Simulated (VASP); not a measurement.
Crystal: BeTe.

```xyz
8
Lattice="6.3891 0.0000 0.0000 0.0000 6.3891 0.0000 0.0000 0.0000 3.4879" Properties=species:S:1:pos:R:3 pbc="T T T"
Be    4.2759    4.2759    1.7439
Be    1.0813    5.3078    0.8720
Be    2.1132    2.1132    0.0000
Be    5.3078    1.0813    2.6159
Te    5.3078    5.3078    0.0000
Te    2.1132    4.2759    2.6159
Te    1.0813    1.0813    1.7439
Te    4.2759    2.1132    0.8720
```

The cell was built from a structure type or drawn by symmetry, and may not be a known phase.

```yaml
Program: VASP 6.6.1
Task: relaxation of cell and atoms
Functional: PBE
Potentials_or_basis: VASP PAW PBE potentials, release 64 (Be, Te)
Cutoff: 600 eV
k_mesh: 4 × 4 × 6
Occupations: gaussian, width 0.1 eV
Spin: no spin polarisation
```

At the start: pressure 22.9 GPa; volume 17.80 Å³/atom.

Task: How do energy, volume and symmetry change on relaxing?

Result: Over 6 steps the energy falls by 300.5 meV/atom and the volume is 22.82 Å³/atom (+28.2 %); space group P4_12_12 (No. 92, to 0.1 Å) before and after.

The path:
| step | energy change (eV) | largest force (eV/Å) | pressure (GPa) | volume (Å³) |
| --- | --- | --- | --- | --- |
| 1 | 0.0000 | 0.3576 | 22.92 | 142.38 |
| 2 | -2.0727 | 0.1012 | -4.64 | 201.42 |
| 3 | -2.3949 | 0.1819 | 0.22 | 181.36 |
| 4 | -2.3952 | 0.1782 | -0.05 | 182.20 |
| 5 | -2.4026 | 0.0826 | -0.09 | 182.44 |
| 6 | -2.4039 | 0.0266 | -0.10 | 182.58 |

Final structure:
```
Be Te
1.0
     6.88413    0.00000    0.00000
     0.00000    6.88413    0.00000
     0.00000    0.00000    3.85266
Be Te
4 4
Cartesian
  4.6132 4.6132 1.9263
  1.1711 5.7130 0.9632
  2.2709 2.2709 0.0000
  5.7130 1.1711 2.8895
  5.7002 5.7002 0.0000
  2.2582 4.6260 2.8895
  1.1839 1.1839 1.9263
  4.6260 2.2582 0.9632
```

Caveat: the volume moved by over 15 % at a fixed basis, so the end points are rough.
